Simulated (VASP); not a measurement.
# H2C7 in VASP: further runs

Runs on H2C7. Level: LDA. Tasks: single point.

Program: VASP 6.6.1. These are calculated values, not measurements. Logs are shortened: lines on timing, memory, paths and dates and some standing lists are left out, and cuts for length are marked.

**1. The cell of the first run**

The cell holds a slab with vacuum, 36 atoms: a = 4.995 Å, b = 4.995 Å, c = 18.800 Å, α = 90.00°, β = 90.00°, γ = 90.00°.

**2. Single point, LDA**

INCAR

```
PREC = Accurate
ENCUT = 520
EDIFF = 1E-7
ISMEAR = 0
SIGMA = 0.05
LREAL = Auto
LASPH = T
NELM = 100
ALGO = Normal
ISIF = 2
LWAVE = F
LCHARG = F
LDIPOL = T
IDIPOL = 3
DIPOL = 0.5 0.5 0.347
NBANDS = 84
```

KPOINTS

```
Automatic mesh
0
Gamma
  5 5 1
```

POSCAR

```
H2C7
1.0
    4.9946309939      0.0000000000      0.0000000000
    0.0000000000      4.9946309939      0.0000000000
    0.0000000000      0.0000000000     18.8000119722
C H
28 8
Direct
    0.5000000000      0.5000000000      0.2474682362
    0.5000000000      0.0000000000      0.2474682362
    0.0000000000      0.5000000000      0.2474682362
    0.0000000000      0.0000000000      0.2474682362
    0.7500000000      0.5000000000      0.2944328000
    0.7500000000      0.0000000000      0.2944328000
    0.2500000000      0.5000000000      0.2944328000
    0.2500000000      0.0000000000      0.2944328000
    0.7500000000      0.7500000000      0.3413973638
    0.7500000000      0.2500000000      0.3413973638
    0.2500000000      0.7500000000      0.3413973638
    0.2500000000      0.2500000000      0.3413973638
    0.0000085760      0.7500000000      0.3922408867
    0.0000137912      0.2500000000      0.3922424688
    0.4999907411      0.7500000000      0.3850181801
    0.4999911430      0.2500000000      0.3850188990
    0.0000109607     -0.0000056974      0.4422321275
    0.0000109607      0.5000056974      0.4422321275
    0.4999939985     -0.0000014120      0.4290573547
    0.4999939985      0.5000014120      0.4290573547
    0.2677434015     -0.0000049939      0.4847423181
    0.2677434015      0.5000049939      0.4847423181
    0.7322806263      0.0000020086      0.4847342224
    0.7322806263      0.4999979914      0.4847342224
    0.3627405554      0.2500000000      0.5206698282
    0.3627497334      0.7500000000      0.5206698282
    0.6372822257      0.2500000000      0.5206546736
    0.6372875415      0.7500000000      0.5206570083
    0.5000000000      0.6422371450      0.2068557463
    0.5000000000      0.3577628550      0.2068557463
    0.5000000000      0.1422371450      0.2068557463
    0.5000000000     -0.1422371450      0.2068557463
    0.0000000000      0.3578221913      0.2067996000
    0.0000000000      0.6421778087      0.2067996000
    0.0000000000     -0.1421778087      0.2067996000
    0.0000000000      0.1421778087      0.2067996000
```

Potentials or basis: VASP PAW LDA potentials, release 64 (C, H).

Command:

```
> cat potpaw_LDA.64/C/POTCAR potpaw_LDA.64/H/POTCAR > POTCAR
> mpirun -np 1 vasp_std > vasp.out
```

OUTCAR:

```text
PREC = Accurate
   ENCUT = 520
   EDIFF = 1E-7
   ISMEAR = 0
   LREAL = Auto
   LASPH = T
   NELM = 100
   ISIF = 2

 ion  position               nearest neighbor table
   1  0.500  0.500  0.247-  29 1.04  30 1.04   5 1.53   7 1.53
   2  0.500  0.000  0.247-  31 1.04  32 1.04   6 1.53   8 1.53
   3  0.000  0.500  0.247-  33 1.04  34 1.04   5 1.53   7 1.53
   4  0.000  0.000  0.247-  35 1.04  36 1.04   6 1.53   8 1.53
   5  0.750  0.500  0.294-   9 1.53  10 1.53   1 1.53   3 1.53
   6  0.750  0.000  0.294-   9 1.53  10 1.53   2 1.53   4 1.53
[... 16 lines left out ...]
  23  0.732  0.000  0.485-  27 1.50  28 1.50  17 1.56  19 1.56
  24  0.732  0.500  0.485-  27 1.50  28 1.50  18 1.56  20 1.56
  25  0.363  0.250  0.521-  27 1.37  22 1.50  21 1.50
  26  0.363  0.750  0.521-  28 1.37  22 1.50  21 1.50
  27  0.637  0.250  0.521-  25 1.37  24 1.50  23 1.50
  28  0.637  0.750  0.521-  26 1.37  24 1.50  23 1.50
  29  0.500  0.642  0.207-   1 1.04
  30  0.500  0.358  0.207-   1 1.04
  31  0.500  0.142  0.207-   2 1.04
  32  0.500  0.858  0.207-   2 1.04
  33  0.000  0.358  0.207-   3 1.04
  34  0.000  0.642  0.207-   3 1.04
  35  0.000  0.858  0.207-   4 1.04
  36  0.000  0.142  0.207-   4 1.04

  LATTYP: Found a simple tetragonal cell.
 ALAT       =     4.9946309939
 C/A-ratio  =     3.7640442297

  Lattice vectors:

 A1 = (   4.9946309939,   0.0000000000,   0.0000000000)
 A2 = (   0.0000000000,   4.9946309939,   0.0000000000)
 A3 = (   0.0000000000,   0.0000000000,  18.8000119722)

Analysis of symmetry for initial positions (statically):
=====================================================================
 Subroutine PRICEL returns:
 Original cell was already a primitive cell.

 Routine SETGRP: Setting up the symmetry group for a
 simple tetragonal supercell.

 Subroutine GETGRP returns: Found  2 space group operations
 (whereof  1 operations were pure point group operations)
 out of a pool of 16 trial point group operations.

The static configuration has the point symmetry C_1 .
 The point group associated with its full space group is C_1h.

Analysis of symmetry for dynamics (positions and initial velocities):
=====================================================================
 Subroutine PRICEL returns:
 Original cell was already a primitive cell.

 Routine SETGRP: Setting up the symmetry group for a
 simple tetragonal supercell.

 Subroutine GETGRP returns: Found  2 space group operations
[... 166 lines left out ...]
   PSTRESS=    0.0 pullay stress
   NELECT =     120.0000    total number of electrons
   NUPDOWN=      -1.0000    fix difference up-down
   EMIN   =  10.00;   EMAX   =-10.00  energy-range for DOS
   EFERMI =   0.00;   METHOD = LEGACY
   ISMEAR =     0;   SIGMA  =   0.05  broadening in eV -4-tet -1-fermi 0-gaus
   EFERMI_NEDOS =   21; number of points for ismear=-14 and -15
   IALGO  =     38    algorithm
   IMIX   =      4    mixing-type and parameters
     AMIX     =   0.40;   BMIX     =  1.00
     AMIX_MAG =   1.60;   BMIX_MAG =  1.00
  volume/ion in A,a.u.               =      13.03        87.91
  Fermi-wavevector in a.u.,A,eV,Ry     =   1.039314  1.964019 14.696664  1.080174
  Thomas-Fermi vector in A             =   2.173839
   LORBIT       =      0    0 simple, 1 ext, 2 COOP (PROOUT), +10 PAW based schemes
   GGA     = CA    functional components
   LHFCALC =     F    Hartree Fock is set to
   AEXX    =    0.0000 exact exchange contribution
   IVDW    =     0    specifies the selected vdW correction
   LEPSILON=     F    determine dielectric tensor
   LRPA    =     F    only Hartree local field effects (RPA)
 non-spin polarized calculation
 Gauss-broadening in eV      SIGMA  =   0.05
  energy-cutoff  :      520.00
  volume of cell :      468.99
 maximum number of plane-waves:     12689
 NGX is ok and might be reduce to    40
   NGX = 19   NGY = 19   NGZ = 69

 dipolmoment           0.000000      0.000000     -0.000226 electrons x Angstroem

 number of electron     120.0000017 magnetization

 dipolmoment           0.000000      0.000000      0.525800 electrons x Angstroem

 Free energy of the ion-electron system (eV)
  ---------------------------------------------------
  ext. energy  EPLUGINS =         0.00000000
  ---------------------------------------------------
  free energy    TOTEN  =      -295.73363778 eV

  energy without entropy =     -295.73363778  energy(sigma->0) =     -295.73363778

 E-fermi :   1.4864     XC(G=0):  -5.8958

 val. band max:        1.2564192876   @ k =   0.0000   0.0000   0.0000
 cond. band min:       2.3754903260   @ k =   0.4000   0.0000   0.0000
 fundamental gap:      1.1190710384
 Fermi energy:         1.4864281112

 k-point     1 :       0.0000    0.0000    0.0000
  band No.  band energies     occupation
      1     -20.4251      2.00000
      2     -18.9532      2.00000
      3     -16.6102      2.00000
      4     -15.9426      2.00000
      5     -15.8973      2.00000
      6     -15.6820      2.00000
[... 664 lines left out ...]
     71       6.7074      0.00000
     72       6.9243      0.00000
 [bands above 72 left out]

------------------------ aborting loop because EDIFF is reached ----------------------------------------

 vacuum level on the upper side and lower side of the slab       (xc-potential included)         1.702        -1.988

  FORCE on cell =-STRESS in cart. coord.  units (eV):
  Direction    XX          YY          ZZ          XY          YZ          ZX
  --------------------------------------------------------------------------------------
  -------------------------------------------------------------------------------------
  Total       -5.5233848     71.4881833     -5.9363039      0.0000000      0.0000000     -0.0033450
  in kB      -18.8690895    244.2192546    -20.2797113      0.0000000      0.0000000     -0.0114273
  external PRESSURE =      68.3568179 kB  Pullay stress =       0.0000000 kB

 VOLUME and BASIS-vectors are now :
 -----------------------------------------------------------------------------
  energy-cutoff  :      520.00
  volume of cell :      468.99
      direct lattice vectors                 reciprocal lattice vectors
     4.994630994  0.000000000  0.000000000     0.200214991  0.000000000  0.000000000
     0.000000000  4.994630994  0.000000000     0.000000000  0.200214991  0.000000000
     0.000000000  0.000000000 18.800011972     0.000000000  0.000000000  0.053191455

 POSITION                                       TOTAL-FORCE (eV/Angst)
 -----------------------------------------------------------------------------------
      2.49732      2.49732      4.65241        -0.000096     -0.000007      2.002621
      2.49732      0.00000      4.65241        -0.000096      0.000007      2.002621
      0.00000      2.49732      4.65241        -0.000019     -0.000001      1.829992
      0.00000      0.00000      4.65241        -0.000019      0.000001      1.829992
      3.74597      2.49732      5.53534         0.618806     -0.000035     -1.799860
      3.74597      0.00000      5.53534         0.618806      0.000035     -1.799860
[... 28 lines left out ...]
      0.00000      4.28451      3.88783        -0.000062     -0.033626     -0.035110
      0.00000      0.71013      3.88783        -0.000060      0.033626     -0.035108
 -----------------------------------------------------------------------------------
    total drift:                                0.002104      0.000000      0.003461

  FREE ENERGIE OF THE ION-ELECTRON SYSTEM (eV)
  ---------------------------------------------------
  free  energy   TOTEN  =      -295.7336377813 eV

  energy  without entropy=     -295.7336377813  energy(sigma->0) =     -295.73363778

 vacuum level on the upper side and lower side of the slab         6.808         3.006
```

OSZICAR:

```text
N       E                     dE             d eps       ncg     rms          rms(c)
DAV:   1     0.801684428217E+03    0.80168E+03   -0.56406E+04  1528   0.125E+03
DAV:   2    -0.217827925072E+03   -0.10195E+04   -0.97224E+03  2096   0.302E+02
DAV:   3    -0.314225464674E+03   -0.96398E+02   -0.95469E+02  1864   0.915E+01
[... 19 lines left out ...]
DAV:  23    -0.295733628034E+03   -0.90784E-05   -0.52776E-07  1312   0.173E-03    0.865E-04
DAV:  24    -0.295733636301E+03   -0.82674E-05   -0.11908E-06  1272   0.157E-03    0.617E-04
DAV:  25    -0.295733637407E+03   -0.11058E-05   -0.80189E-08  1288   0.120E-03    0.308E-04
DAV:  26    -0.295733637721E+03   -0.31426E-06   -0.55046E-08  1252   0.985E-04    0.223E-04
DAV:  27    -0.295733637781E+03   -0.59908E-07   -0.13785E-08  1384   0.468E-04
   1 F= -.29573364E+03 E0= -.29573364E+03  d E =-.100934E-11
```

Run time: 9.5 min. Hardware: 1 thread of Intel Xeon 6975P-C (Granite Rapids), shared host; peak memory 0.51 GiB.

What came out:

| Item | Value |
| --- | --- |
| Free energy | -295.7336 eV |
| Largest force | 2.003 eV/Å |
| Band gap on the k mesh | 1.12 eV |

Forces in eV/Å, atoms in the order of the input:
```
C    0.000  0.000  2.003
C    0.000  0.000  2.003
C    0.000  0.000  1.830
C    0.000  0.000  1.830
C    0.619  0.000 -1.800
C    0.619  0.000 -1.800
C   -0.619  0.000 -1.800
C   -0.619  0.000 -1.800
C    0.775  0.000 -0.117
C    0.775  0.000 -0.116
C   -0.776  0.000 -0.118
C   -0.776  0.000 -0.118
C   -0.001  0.000  0.003
C   -0.001  0.000  0.003
C    0.002  0.000  0.004
C    0.002  0.000  0.003
C    0.000  0.001  0.020
C    0.000 -0.001  0.020
C    0.001  0.000 -0.018
C    0.001  0.000 -0.018
C   -0.050  0.001  0.001
C   -0.050 -0.001  0.001
C    0.050 -0.001  0.002
C    0.050  0.001  0.002
C   -0.049  0.000  0.063
C   -0.050  0.000  0.063
C    0.049  0.000  0.067
C    0.050  0.000  0.067
H    0.000  0.034 -0.035
H    0.000 -0.034 -0.035
H    0.000  0.034 -0.035
H    0.000 -0.034 -0.035
H    0.000 -0.034 -0.035
H    0.000  0.034 -0.035
H    0.000 -0.034 -0.035
H    0.000  0.034 -0.035
```

**3. Single point, LDA**

INCAR

```
  PREC = Accurate
  ENCUT = 520
  EDIFF = 1E-6
  ISMEAR = 0
  SIGMA = 0.05
  LREAL = Auto
  LASPH = True
  NELM = 80
  ALGO = Normal
  ISIF = 2
  LWAVE = False
  LCHARG = False
  LDIPOL = True
  IDIPOL = 3
  DIPOL = 0.5 0.5 0.347
  GGA = CA
  NBANDS = 84
```

KPOINTS

```
regular mesh
0
Gamma
  5 5 1
```

POSCAR

```
H2C7
1.0
    4.9946309939      0.0000000000      0.0000000000
    0.0000000000      4.9946309939      0.0000000000
    0.0000000000      0.0000000000     18.8000119722
C H
28 8
Direct
    0.5000000000      0.5000000000      0.2474682362
    0.5000000000      0.0000000000      0.2474682362
    0.0000000000      0.5000000000      0.2474682362
    0.0000000000      0.0000000000      0.2474682362
    0.7500000000      0.5000000000      0.2944328000
    0.7500000000      0.0000000000      0.2944328000
    0.2500000000      0.5000000000      0.2944328000
    0.2500000000      0.0000000000      0.2944328000
    0.7500000000      0.7500000000      0.3413973638
    0.7500000000      0.2500000000      0.3413973638
    0.2500000000      0.7500000000      0.3413973638
    0.2500000000      0.2500000000      0.3413973638
   -0.0009952593      0.7500000000      0.3915283791
   -0.0004010324      0.2500000000      0.3917623288
    0.5001529082      0.7500000000      0.3840877776
    0.5005335039      0.2500000000      0.3844314590
   -0.0010752971     -0.0011407167      0.4411682198
   -0.0010752971      0.5011407167      0.4411682198
    0.5009874773     -0.0022624773      0.4277973089
    0.5009874773      0.5022624773      0.4277973089
    0.2662516366     -0.0025818312      0.4826149342
    0.2662516366      0.5025818312      0.4826149342
    0.7315579082     -0.0006856806      0.4836214880
    0.7315579082      0.5006856806      0.4836214880
    0.3636781578      0.2500000000      0.5129038757
    0.3616271609      0.7500000000      0.5206698282
    0.6363883911      0.2500000000      0.5190435462
    0.6362861769      0.7500000000      0.5198487338
    0.5000000000      0.6422371450      0.2068557463
    0.5000000000      0.3577628550      0.2068557463
    0.5000000000      0.1422371450      0.2068557463
    0.5000000000     -0.1422371450      0.2068557463
    0.0000000000      0.3578221913      0.2067996000
    0.0000000000      0.6421778087      0.2067996000
    0.0000000000     -0.1421778087      0.2067996000
    0.0000000000      0.1421778087      0.2067996000
```

Potentials or basis: VASP PAW LDA potentials, release 64 (C, H).

Command:

```
> cat potpaw_LDA.64/C/POTCAR potpaw_LDA.64/H/POTCAR > POTCAR
> mpirun -np 1 vasp_std > vasp.out
```

Wall time 7.6 min (1 thread of Intel Xeon 6975P-C (Granite Rapids), shared host); peak memory 0.51 GiB.

The run converged. Its results:

| Quantity | Value |
| --- | --- |
| Free energy | -295.5553 eV |
| Largest force | 2.328 eV/Å |
| Band gap on the k mesh | 1.13 eV |

Forces in eV/Å, atoms in the order of the input:
```
C    0.004 -0.004  1.998
C    0.004  0.004  1.998
C   -0.004 -0.005  1.821
C   -0.004  0.005  1.821
C    0.649  0.000 -1.911
C    0.649  0.000 -1.911
C   -0.648  0.001 -1.886
C   -0.648 -0.001 -1.886
C    0.864  0.000 -0.658
C    0.843  0.000 -0.481
C   -0.915  0.000 -0.553
C   -0.799  0.000 -0.380
C   -0.002  0.000  0.009
C   -0.007  0.000  0.010
C    0.006  0.000  0.008
C    0.003  0.000  0.016
C    0.000  0.003  0.024
C    0.000 -0.003  0.024
C   -0.012  0.012 -0.005
C   -0.012 -0.012 -0.005
C   -0.039 -0.002  0.004
C   -0.039  0.002  0.004
C    0.061 -0.005  0.007
C    0.061  0.005  0.007
C   -0.060  0.000  2.327
C   -0.054  0.000 -0.227
C    0.046  0.000  0.056
C    0.052  0.000  0.062
H    0.000  0.033 -0.035
H   -0.001 -0.033 -0.036
H   -0.001  0.033 -0.036
H    0.000 -0.033 -0.035
H    0.000 -0.034 -0.038
H    0.001  0.034 -0.037
H    0.001 -0.034 -0.037
H    0.000  0.034 -0.038
```

Levels at points of the mesh, in eV from the valence-band top:
```
           k point  band 57  band 58  band 59  band 60  band 61  band 62  band 63  band 64
(0.00, 0.00, 0.00)    -1.90    -0.45    -0.36     0.00     1.20     1.21     2.36     3.04
```

(Part 1 of 2 ends here.)
